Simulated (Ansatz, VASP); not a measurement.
GaN: VASP beside Ansatz

INCAR

```
SYSTEM = GaN
ALGO     = Normal         ! electronic algorithm
EDIFF    = 1E-6           ! SCF threshold, eV
ENCUT    = 600            ! plane-wave cutoff, eV
GGA      = CA             ! functional
GGA_COMPAT= .FALSE.      
ISIF     = 2              ! what is computed and relaxed
ISMEAR   = 0              ! smearing method
LASPH    = .TRUE.         ! aspherical terms in the spheres
LCHARG   = .FALSE.        ! write CHGCAR
LREAL    = .FALSE.        ! projectors in reciprocal space
LWAVE    = .FALSE.        ! write WAVECAR
NBANDS   = 16             ! bands
NELM     = 120            ! most SCF steps
PREC     = Accurate       ! precision mode
SIGMA    = 0.03           ! smearing width, eV
```

The input KPOINTS:

```
k-points
0
G
  12 12 12
  0 0 0
```

Contents of POSCAR:

```
GaN
1.0
    0.0000000000      2.0521624233      2.0521624233
    2.0521624233      0.0000000000      2.0521624233
    2.0521624233      2.0521624233      0.0000000000
Ga N
1 1
Direct
    0.0000000000      0.0000000000      0.0000000000
    0.5000000000      0.5000000000      0.5000000000
```

Input for Ansatz:

```yaml
crystal:
  lattice:
    - [0.0, 2.0521624233, 2.0521624233]
    - [2.0521624233, 0.0, 2.0521624233]
    - [2.0521624233, 2.0521624233, 0.0]
  atoms:
    - { symbol: Ga, position: [0.0, 0.0, 0.0] }
    - { symbol: "N", position: [0.5, 0.5, 0.5] }
scf:
  occupations: { method: gaussian, width: 0.03 }
output:
  forces: true
  stress: true
  eigenvalues: true
  write_density: true
  write_potential: true
  elf: true
  volumetric_format: npy
hamiltonian:
  xc: lda
basis:
  ecutwfc: 520
kpoints:
  mp_grid: { grid: [12, 12, 12] }
```

Alike in both runs: task single point; functional LDA; k mesh 12 × 12 × 12; occupations gaussian, width 0.03 eV; no spin polarisation.

|  | VASP | Ansatz |
| --- | --- | --- |
| version | VASP 6.6.1 | Ansatz 0.2.0 |
| potentials or method | VASP PAW LDA potentials, release 64 (Ga_d, N), cutoff 600 eV | scalar-relativistic, plane waves, PAW |
| valence electrons in the cell | 18 | 18 |

|  | VASP | Ansatz | Ansatz less VASP |
| --- | --- | --- | --- |
| gap on the k mesh at the Fermi level (eV) | 0.99 | 0.97 | -0.018 |
| least direct gap on the mesh (eV) | 4.01 | 3.98 | -0.030 |
| pressure (GPa) | 17.3 | 15.7 | -1.65 |

LDA's correlation is that of Perdew and Zunger in VASP and of Perdew and Wang (1992) in Ansatz.
